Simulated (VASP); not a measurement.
# Si3Bi2Te2 (I4/mmm) in VASP: further runs

Runs on Si3Bi2Te2. Level: PBE. Tasks: single point.

All numbers are computed with VASP 6.6.1; they aren't measurements. Logs are shortened: lines on timing, memory, paths and dates and some standing lists are left out, and cuts for length are marked.

## 1. The cell of the first run

The structure is tetragonal, space group I4/mmm (No. 139). Conventional cell: a = 5.718 Å, b = 5.718 Å, c = 12.466 Å, α = 90.00°, β = 90.00°, γ = 90.00°. Si (site symmetry 4/mmm) has 2 Si at 2.46 Å and 4 Bi at 2.86 Å within 3.2 Å. Si (site symmetry 4mm) has 1 Si at 2.46 Å and 4 Te at 2.93 Å within 3.2 Å. Within 3.8 Å of Bi (site symmetry mmm) lie 6 Si at 2.86 to 3.77 Å and 2 Te at 3.12 Å. Within 3.9 Å of Te (site symmetry -4m2) lie 4 Si at 2.93 Å and 2 Bi at 3.12 Å.

## 2. Single point, PBE

INCAR reads:

```
ALGO = Normal
EDIFF = 1E-6
ENCUT = 520
GGA = PE
ISIF = 2
ISMEAR = 0
LASPH = T
LCHARG = F
LREAL = F
LWAVE = F
NBANDS = 36
NELM = 80
PREC = Accurate
SIGMA = 0.2
```

KPOINTS reads:

```
k-points
0
Gamma
  4 4 4
```

POSCAR reads:

```
Si3Bi2Te2
1.0
   -2.8588159872      2.8588159872      6.2327966094
    2.8588159872     -2.8588159872      6.2327966094
    2.8588159872      2.8588159872     -6.2327966094
Si Bi Te
3 2 2
Direct
    0.5000000000      0.5000000000      0.0000000000
    0.3029154920      0.3029154920      0.0000000000
    0.6970845080      0.6970845080      0.0000000000
    0.5000000000      0.0000000000      0.5000000000
    0.0000000000      0.5000000000      0.5000000000
    0.7500000000      0.2500000000      0.5000000000
    0.2500000000      0.7500000000      0.5000000000
```

Potentials or basis: VASP PAW PBE potentials, release 64 (Si, Bi_d, Te).

Command:

```
> cat potpaw_PBE.64/Si/POTCAR potpaw_PBE.64/Bi_d/POTCAR potpaw_PBE.64/Te/POTCAR > POTCAR
> mpirun -np 1 vasp_std > vasp.out
```

OUTCAR:

```text
EDIFF = 1E-6
   ENCUT = 520
   GGA = PE
   ISIF = 2
   ISMEAR = 0
   LASPH = T
   LREAL = F
   NELM = 80
   PREC = Accurate

 ion  position               nearest neighbor table
   1  0.500  0.500  0.000-   2 2.46   3 2.46   4 2.86   5 2.86   4 2.86   5 2.86
   2  0.303  0.303  0.000-   1 2.46   6 2.93   7 2.93   7 2.93   6 2.93
   3  0.697  0.697  0.000-   1 2.46   6 2.93   7 2.93   6 2.93   7 2.93
   4  0.500  0.000  0.500-   1 2.86   1 2.86   7 3.12   6 3.12
   5  0.000  0.500  0.500-   1 2.86   1 2.86   7 3.12   6 3.12
   6  0.750  0.250  0.500-   2 2.93   3 2.93   2 2.93   3 2.93   4 3.12   5 3.12
   7  0.250  0.750  0.500-   2 2.93   3 2.93   2 2.93   3 2.93   4 3.12   5 3.12

  LATTYP: Found a body centered tetragonal cell.
 ALAT       =     5.7176319744
 C/A-ratio  =     2.1802020967

  Lattice vectors:

 A1 = (  -2.8588159872,   2.8588159872,   6.2327966094)
 A2 = (   2.8588159872,  -2.8588159872,   6.2327966094)
 A3 = (   2.8588159872,   2.8588159872,  -6.2327966094)

Analysis of symmetry for initial positions (statically):
=====================================================================
 Subroutine PRICEL returns:
 Original cell was already a primitive cell.

 Routine SETGRP: Setting up the symmetry group for a
 body centered tetragonal supercell.

 Subroutine GETGRP returns: Found 16 space group operations
 (whereof 16 operations were pure point group operations)
 out of a pool of 16 trial point group operations.

The static configuration has the point symmetry D_4h.

Analysis of symmetry for dynamics (positions and initial velocities):
=====================================================================
 Subroutine PRICEL returns:
 Original cell was already a primitive cell.

 Routine SETGRP: Setting up the symmetry group for a
 body centered tetragonal supercell.

 Subroutine GETGRP returns: Found 16 space group operations
 (whereof 16 operations were pure point group operations)
 out of a pool of 16 trial point group operations.

The dynamic configuration has the point symmetry D_4h.

 Subroutine INISYM returns: Found 16 space group operations
 (whereof 16 operations are pure point group operations),
 and found     1 'primitive' translations

----------------------------------------------------------------------------------------

                                     Primitive cell

  volume of cell :     203.7583

  direct lattice vectors                    reciprocal lattice vectors
    -2.858815987  2.858815987  6.232796609     0.000000000  0.174897581  0.080220811
     2.858815987 -2.858815987  6.232796609     0.174897581  0.000000000  0.080220811
     2.858815987  2.858815987 -6.232796609     0.174897581  0.174897581  0.000000000

  length of vectors
     7.429226829  7.429226829  7.429226829     0.192417625  0.192417625  0.247342531

  position of ions in fractional coordinates (direct lattice)
     0.500000000  0.500000000  0.000000000
     0.302915492  0.302915492  0.000000000
     0.697084508  0.697084508  0.000000000
     0.500000000  0.000000000  0.500000000
     0.000000000  0.500000000  0.500000000
     0.750000000  0.250000000  0.500000000
     0.250000000  0.750000000  0.500000000

  ion indices of the primitive-cell ions
   primitive index   ion index
                 1           1
                 2           2
                 3           3
                 4           4
                 5           5
                 6           6
                 7           7

----------------------------------------------------------------------------------------

 KPOINTS: k-points

Automatic generation of k-mesh.
 Grid dimensions read from file:
 generate k-points for:    4    4    4

 Generating k-lattice:

  Cartesian coordinates                     Fractional coordinates (reciprocal lattice)
     0.000000000  0.043724395  0.020055203     0.250000000 -0.000000000  0.000000000
     0.043724395  0.000000000  0.020055203    -0.000000000  0.250000000  0.000000000
     0.043724395  0.043724395  0.000000000     0.000000000  0.000000000  0.250000000

  Length of vectors
     0.048104406  0.048104406  0.061835633

  Shift w.r.t. Gamma in fractional coordinates (k-lattice)
     0.000000000  0.000000000  0.000000000

 Subroutine IBZKPT returns following result:
 ===========================================

 Found     13 irreducible k-points:

 Following reciprocal coordinates:
            Coordinates               Weight
  0.000000  0.000000  0.000000      1.000000
  0.250000  0.000000  0.000000      8.000000
  0.500000  0.000000  0.000000      4.000000
  0.250000  0.250000  0.000000      8.000000
  0.500000  0.250000  0.000000     16.000000
 -0.250000  0.250000  0.000000      4.000000
  0.500000  0.500000  0.000000      2.000000
  0.250000  0.250000  0.250000      2.000000
 -0.250000  0.250000  0.250000      4.000000
  0.500000  0.500000  0.250000      4.000000
 -0.250000  0.500000  0.250000      8.000000
 -0.250000 -0.250000  0.250000      2.000000
  0.500000  0.500000  0.500000      1.000000
   k-points           NKPTS =     13   k-points in BZ     NKDIM =     13   number of bands    NBANDS=     36
   number of dos      NEDOS =    301   number of ions     NIONS =      7
   total plane-waves  NPLWV = 175616
   dimension x,y,z NGX =    56 NGY =   56 NGZ =   56
   dimension x,y,z NGXF=   112 NGYF=  112 NGZF=  112
   ions per type =               3   2   2
   NGX,Y,Z   is equivalent  to a cutoff of  12.53, 12.53, 12.53 a.u.
   NGXF,Y,Z  is equivalent  to a cutoff of  25.06, 25.06, 25.06 a.u.
 SYSTEM =  unknown system
   PREC   = accura    normal or accurate (medium, high low for compatibility)
   ISTART =      0    job   : 0-new  1-cont  2-samecut
   ICHARG =      2    charge: 1-file 2-atom 10-const
   ISPIN  =      1    spin polarized calculation?
   LNONCOLLINEAR =      F non collinear calculations
   LSORBIT =      F    spin-orbit coupling
   LASPH  =      T    aspherical Exc in radial PAW
   ENCUT  =  520.0 eV  38.22 Ry    6.18 a.u.  13.81 13.81 13.81*2*pi/ulx,y,z
   NELM   =     80;   NELMIN=  2; NELMDL= -5     # of ELM steps
   EDIFF  = 0.1E-05   stopping-criterion for ELM
   LREAL  =      F    real-space projection
   EDIFFG = 0.1E-04   stopping-criterion for IOM
   NSW    =      0    number of steps for IOM
   IBRION =     -1    ionic relax: 0-MD 1-quasi-New 2-CG
   NFREE  =      0    steps in history (QN), initial steepest desc. (CG)
   ISIF   =      2    stress and relaxation
   ISYM   =      2    0-nonsym 1-usesym 2-fastsym
   POTIM  = 0.5000    time-step for ionic-motion
   TEBEG  =    0.0;   TEEND  =   0.0 temperature during run
   PSTRESS=    0.0 pullay stress
   NELECT =      54.0000    total number of electrons
   NUPDOWN=      -1.0000    fix difference up-down
   EMIN   =  10.00;   EMAX   =-10.00  energy-range for DOS
   EFERMI =   0.00;   METHOD = LEGACY
   ISMEAR =     0;   SIGMA  =   0.20  broadening in eV -4-tet -1-fermi 0-gaus
   EFERMI_NEDOS =   21; number of points for ismear=-14 and -15
   IALGO  =     38    algorithm
   IMIX   =      4    mixing-type and parameters
     AMIX     =   0.40;   BMIX     =  1.00
     AMIX_MAG =   1.60;   BMIX_MAG =  1.00
  volume/ion in A,a.u.               =      29.11       196.43
  Fermi-wavevector in a.u.,A,eV,Ry     =   1.051561  1.987161 15.045046  1.105780
  Thomas-Fermi vector in A             =   2.186609
   LORBIT       =      0    0 simple, 1 ext, 2 COOP (PROOUT), +10 PAW based schemes
   GGA     = PE    functional components
   LHFCALC =     F    Hartree Fock is set to
   AEXX    =    0.0000 exact exchange contribution
   IVDW    =     0    specifies the selected vdW correction
   LEPSILON=     F    determine dielectric tensor
   LRPA    =     F    only Hartree local field effects (RPA)
 non-spin polarized calculation
 Gauss-broadening in eV      SIGMA  =   0.20
  energy-cutoff  :      520.00
  volume of cell :      203.76
 maximum number of plane-waves:      5503
   NGX = 27   NGY = 27   NGZ = 27

 number of electron      54.0000004 magnetization

 Free energy of the ion-electron system (eV)
  ---------------------------------------------------
  ext. energy  EPLUGINS =         0.00000000
  ---------------------------------------------------
  free energy    TOTEN  =       -27.70125008 eV

  energy without entropy =      -27.62738959  energy(sigma->0) =      -27.66431983

 E-fermi :   6.0481     XC(G=0):  -9.2479

 val. band max:        5.9966908491   @ k =  -0.2500   0.2500   0.0000
 cond. band min:       6.0668554144   @ k =   0.5000   0.2500   0.0000
 fundamental gap:      0.0701645654
 Fermi energy:         6.0480810525

 k-point     1 :       0.0000    0.0000    0.0000
  band No.  band energies     occupation
      1     -16.9827      2.00000
      2     -16.9590      2.00000
      3     -16.9229      2.00000
      4     -16.9229      2.00000
      5     -16.9015      2.00000
      6     -16.9015      2.00000
[... 28 lines left out ...]
     35       9.4894      0.00000
     36       9.4894      0.00000

 k-point     2 :       0.2500    0.0000    0.0000
  band No.  band energies     occupation
      1     -16.9788      2.00000
      2     -16.9621      2.00000
      3     -16.9226      2.00000
      4     -16.9225      2.00000
      5     -16.9020      2.00000
      6     -16.9019      2.00000
[... 28 lines left out ...]
     35       9.6802      0.00000
     36       9.9198      0.00000

 k-point     3 :       0.5000    0.0000    0.0000
  band No.  band energies     occupation
      1     -16.9707      2.00000
      2     -16.9696      2.00000
      3     -16.9223      2.00000
      4     -16.9221      2.00000
      5     -16.9024      2.00000
      6     -16.9023      2.00000
[... 28 lines left out ...]
     35       8.9329      0.00000
     36       9.5472      0.00000

 k-point     4 :       0.2500    0.2500    0.0000
  band No.  band energies     occupation
      1     -16.9762      2.00000
      2     -16.9648      2.00000
      3     -16.9253      2.00000
      4     -16.9195      2.00000
      5     -16.9044      2.00000
      6     -16.8999      2.00000
[... 28 lines left out ...]
     35       9.5791      0.00000
     36      10.3923      0.00000

 k-point     5 :       0.5000    0.2500    0.0000
  band No.  band energies     occupation
      1     -16.9710      2.00000
      2     -16.9702      2.00000
      3     -16.9263      2.00000
      4     -16.9182      2.00000
      5     -16.9056      2.00000
      6     -16.8992      2.00000
[... 28 lines left out ...]
     35       9.1533      0.00000
     36       9.4328      0.00000

 k-point     6 :      -0.2500    0.2500    0.0000
  band No.  band energies     occupation
      1     -16.9767      2.00000
      2     -16.9644      2.00000
      3     -16.9253      2.00000
      4     -16.9196      2.00000
      5     -16.9044      2.00000
      6     -16.8999      2.00000
[... 28 lines left out ...]
     35       9.8458      0.00000
     36      10.3620      0.00000

 k-point     7 :       0.5000    0.5000    0.0000
  band No.  band energies     occupation
      1     -16.9714      2.00000
      2     -16.9706      2.00000
      3     -16.9281      2.00000
      4     -16.9166      2.00000
      5     -16.9069      2.00000
      6     -16.8979      2.00000
[... 28 lines left out ...]
     35       8.2877      0.00000
     36       8.3264      0.00000

 k-point     8 :       0.2500    0.2500    0.2500
  band No.  band energies     occupation
      1     -16.9710      2.00000
      2     -16.9710      2.00000
      3     -16.9281      2.00000
      4     -16.9166      2.00000
      5     -16.9069      2.00000
      6     -16.8979      2.00000
[... 28 lines left out ...]
     35       8.0194      0.00000
     36       8.4984      0.00000

 k-point     9 :      -0.2500    0.2500    0.2500
  band No.  band energies     occupation
      1     -16.9708      2.00000
      2     -16.9694      2.00000
      3     -16.9223      2.00000
      4     -16.9221      2.00000
      5     -16.9024      2.00000
      6     -16.9023      2.00000
[... 28 lines left out ...]
     35       9.8067      0.00000
     36      10.1836      0.00000

 k-point    10 :       0.5000    0.5000    0.2500
  band No.  band energies     occupation
      1     -16.9757      2.00000
      2     -16.9653      2.00000
      3     -16.9252      2.00000
      4     -16.9195      2.00000
      5     -16.9044      2.00000
      6     -16.8999      2.00000
[... 28 lines left out ...]
     35      10.0353      0.00000
     36      10.0979      0.00000

 k-point    11 :      -0.2500    0.5000    0.2500
  band No.  band energies     occupation
      1     -16.9782      2.00000
      2     -16.9628      2.00000
      3     -16.9226      2.00000
      4     -16.9224      2.00000
      5     -16.9020      2.00000
      6     -16.9020      2.00000
[... 28 lines left out ...]
     35      10.0639      0.00000
     36      10.7006      0.00000

 k-point    12 :      -0.2500   -0.2500    0.2500
  band No.  band energies     occupation
      1     -16.9822      2.00000
      2     -16.9595      2.00000
      3     -16.9229      2.00000
      4     -16.9229      2.00000
      5     -16.9015      2.00000
      6     -16.9015      2.00000
[... 28 lines left out ...]
     35      10.1384      0.00000
     36      10.5659      0.00000

 k-point    13 :       0.5000    0.5000    0.5000
  band No.  band energies     occupation
      1     -16.9817      2.00000
      2     -16.9599      2.00000
      3     -16.9228      2.00000
      4     -16.9228      2.00000
      5     -16.9016      2.00000
      6     -16.9016      2.00000
[... 28 lines left out ...]
     35      10.7229      0.00000
     36      10.7527      0.00000

------------------------ aborting loop because EDIFF is reached ----------------------------------------

  FORCE on cell =-STRESS in cart. coord.  units (eV):
  Direction    XX          YY          ZZ          XY          YZ          ZX
  --------------------------------------------------------------------------------------
  -------------------------------------------------------------------------------------
  Total        0.2766514      0.2766514      0.5013135      0.0000000      0.0000000      0.0000000
  in kB        2.1753446      2.1753446      3.9418909      0.0000000      0.0000000      0.0000000
  external PRESSURE =       2.7641934 kB  Pullay stress =       0.0000000 kB

 VOLUME and BASIS-vectors are now :
 -----------------------------------------------------------------------------
  energy-cutoff  :      520.00
  volume of cell :      203.76
      direct lattice vectors                 reciprocal lattice vectors
    -2.858815987  2.858815987  6.232796609     0.000000000  0.174897581  0.080220811
     2.858815987 -2.858815987  6.232796609     0.174897581  0.000000000  0.080220811
     2.858815987  2.858815987 -6.232796609     0.174897581  0.174897581  0.000000000

 POSITION                                       TOTAL-FORCE (eV/Angst)
 -----------------------------------------------------------------------------------
      0.00000      0.00000      6.23280         0.000000      0.000000      0.000000
      0.00000      0.00000      3.77602        -0.000000     -0.000000     -0.011826
      0.00000      0.00000      8.68957         0.000000      0.000000      0.011826
      0.00000      2.85882      0.00000         0.000000      0.000000      0.000000
      2.85882      0.00000      0.00000         0.000000      0.000000      0.000000
      0.00000      2.85882      3.11640         0.000000      0.000000      0.000000
      2.85882      0.00000      3.11640         0.000000      0.000000      0.000000
 -----------------------------------------------------------------------------------
    total drift:                               -0.000000      0.000000     -0.000000

  FREE ENERGIE OF THE ION-ELECTRON SYSTEM (eV)
  ---------------------------------------------------
  free  energy   TOTEN  =       -27.7012500805 eV

  energy  without entropy=      -27.6273895878  energy(sigma->0) =      -27.66431983
```

Wall time 95 s (1 thread of Intel Xeon Platinum 8488C (Sapphire Rapids), shared host); peak memory 0.46 GiB.

What came out:

* Free energy: -27.7013 eV
* Pressure: 0.3 GPa
* Largest force: 0.012 eV/Å
* Band gap on the k mesh: zero (band 27 reaches 6.51 eV, above the bottom of band 28 at 5.78 eV)

Forces in eV/Å, atoms in the order of the input:
```
Si   0.000  0.000  0.000
Si   0.000  0.000 -0.012
Si   0.000  0.000  0.012
Bi   0.000  0.000  0.000
Bi   0.000  0.000  0.000
Te   0.000  0.000  0.000
Te   0.000  0.000  0.000
```

Caveat: the k points lie up to 0.39 Å⁻¹ apart; spin-orbit coupling is left out, which moves the levels of the heavy elements.

## 3. Single point, PBE

This run uses another cell than the first one, of 29.24 Å³/atom, 1.004 times its volume.

INCAR reads:

```
SYSTEM = Si3Bi2Te2
PREC     = Accurate       ! precision mode
ENCUT    = 520            ! plane-wave cutoff, eV
EDIFF    = 1E-7           ! SCF threshold, eV
ISMEAR   = 0              ! smearing method
SIGMA    = 0.2            ! smearing width, eV
LREAL    = .False.        ! projectors in reciprocal space
LASPH    = .True.         ! aspherical terms in the spheres
NELM     = 80             ! most SCF steps
ALGO     = Normal         ! electronic algorithm
ISIF     = 2              ! what is computed and relaxed
LWAVE    = .False.        ! write WAVECAR
LCHARG   = .True.         ! write CHGCAR
GGA      = PE             ! functional
LELF     = .True.         ! ELF
LVHAR    = .True.       
NBANDS   = 36             ! bands
```

KPOINTS reads:

```
Automatic mesh
0
Gamma
  4 4 4
  0 0 0
```

POSCAR reads:

```
Si3Bi2Te2
1.0
    5.7001415250      0.0000000000      0.0000000000
    0.0000000000      5.7001415250      0.0000000000
   -2.8500707625     -2.8500707625      6.2990325673
Si Bi Te
3 2 2
Direct
    0.5000000000      0.5000000000      0.0000000000
    0.3036159003      0.3036159003      0.6072318005
    0.6963840997      0.6963840997      0.3927681995
    0.0000000000      0.5000000000      0.0000000000
    0.5000000000      0.0000000000      0.0000000000
    0.2500000000      0.7500000000      0.5000000000
    0.7500000000      0.2500000000      0.5000000000
```

Potentials or basis: VASP PAW PBE potentials, release 64 (Si, Bi_d, Te).

Command:

```
> cat potpaw_PBE.64/Si/POTCAR potpaw_PBE.64/Bi_d/POTCAR potpaw_PBE.64/Te/POTCAR > POTCAR
> mpirun -np 1 vasp_std > vasp.out
```

It took 84 s on 1 thread of Intel Xeon Platinum 8488C (Sapphire Rapids), shared host; peak memory 0.34 GiB.

It converged, with:

| Item | Value |
| --- | --- |
| Free energy | -27.6975 eV |
| Pressure | 0.1 GPa |
| Largest force | 0.041 eV/Å |
| Band gap on the k mesh | zero (band 27 reaches 6.47 eV, above the bottom of band 28 at 5.70 eV) |

Forces in eV/Å, atoms in the order of the input:
```
Si   0.000  0.000  0.000
Si   0.000  0.000  0.041
Si   0.000  0.000 -0.041
Bi   0.000  0.000  0.000
Bi   0.000  0.000  0.000
Te   0.000  0.000  0.000
Te   0.000  0.000  0.000
```

Stress tensor (GPa, compression positive):
```
 0.40  0.00  0.00
 0.00  0.40  0.00
 0.00  0.00 -0.63
```

Levels at points of the mesh, in eV from the Fermi level:
```
           k point  band 25  band 26  band 27  band 28  band 29  band 30
(0.00, 0.00, 0.00)    -1.60    -1.37     0.26     0.43     0.43     1.51
(0.50, 0.00, 0.00)    -1.24    -0.87    -0.30     0.50     0.72     1.34
(0.50, 0.50, 0.00)    -0.63    -0.31    -0.16     0.40     0.60     0.64
(0.00, 0.00, 0.50)    -2.61    -2.37     0.16     0.16     0.42     1.47
```

Caveat: spin-orbit coupling is left out, which moves the levels of the heavy elements.
